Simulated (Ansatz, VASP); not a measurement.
Given: the input of a run of Ansatz 0.2.0 on NiF.

File input.yaml:

```yaml
crystal:
  lattice:
    - [0.0, 2.3806344133, 2.3806344133]
    - [2.3806344133, 0.0, 2.3806344133]
    - [2.3806344133, 2.3806344133, 0.0]
  atoms:
    - { symbol: Ni, position: [0.0, 0.0, 0.0], spin: 1.0 }
    - { symbol: F, position: [0.75, 0.75, 0.75] }
kpoints:
  mp_grid: { grid: [10, 10, 10] }
scf:
  occupations: { method: fermi_dirac, width: 0.05 }
hamiltonian:
  xc: pbe
  pseudopotentials: { kind: all_electron, lapw: { basis_error: 0.0005 } }
magnetization:
  spin_polarized: true
output:
  forces: true
  stress: true
  eigenvalues: true
```

Potentials or basis: all-electron LAPW, scalar-relativistic.

Run with:

```console
$ ansatz run input.yaml --threads 2 --pin off --max-ram 6144MiB --backend cpu --events-out ev --progress --plain --runs-dir out
```

Q: Set up the same calculation for VASP 6.6.1. Potentials there: VASP PAW PBE potentials, release 64 (Ni, F).

A: As run (the cutoff follows the program's own potentials):

File INCAR:

```
SYSTEM = NiF
PREC = Accurate
ENCUT = 520
EDIFF = 1E-6
ISMEAR = -1
SIGMA = 0.05
LREAL = .False.
LASPH = .True.
NELM = 150
ALGO = Normal
ISIF = 2
LWAVE = .False.
LCHARG = .False.
ISPIN = 2
MAGMOM = 1 0
LORBIT = 11
LMAXMIX = 4
GGA = PE
NBANDS = 20
```

The input KPOINTS:

```
regular mesh
0
Gamma
  10 10 10
  0 0 0
```

POSCAR

```
NiF
1.0
    0.0000000000      2.3806344133      2.3806344133
    2.3806344133      0.0000000000      2.3806344133
    2.3806344133      2.3806344133      0.0000000000
Ni F
1 1
Direct
    0.0000000000      0.0000000000      0.0000000000
    0.7500000000      0.7500000000      0.7500000000
```

Potentials or basis: VASP PAW PBE potentials, release 64 (Ni, F).

The run is started by

```sh
$ cat potpaw_PBE.64/Ni/POTCAR potpaw_PBE.64/F/POTCAR > POTCAR
$ mpirun -np 1 vasp_std > vasp.out
```

Both were run:

|  | VASP | Ansatz | Ansatz less VASP |
| --- | --- | --- | --- |
| gap on the k mesh at the Fermi level (eV) | none | none | - |
| pressure (GPa) | 2.0 | 2.0 | +0.02 |
| net moment per atom (μB) | 0.59 | 0.60 | +0.005 |
| size of the moment on the site where the two differ most (μB) | 1.15 | 1.16 | +0.014 |

Site moments also hang on the region over which each program counts them. A gap of «none» marks a metal or a gap that the smearing closes. Ansatz ran all-electron here, and VASP with PAW potentials.
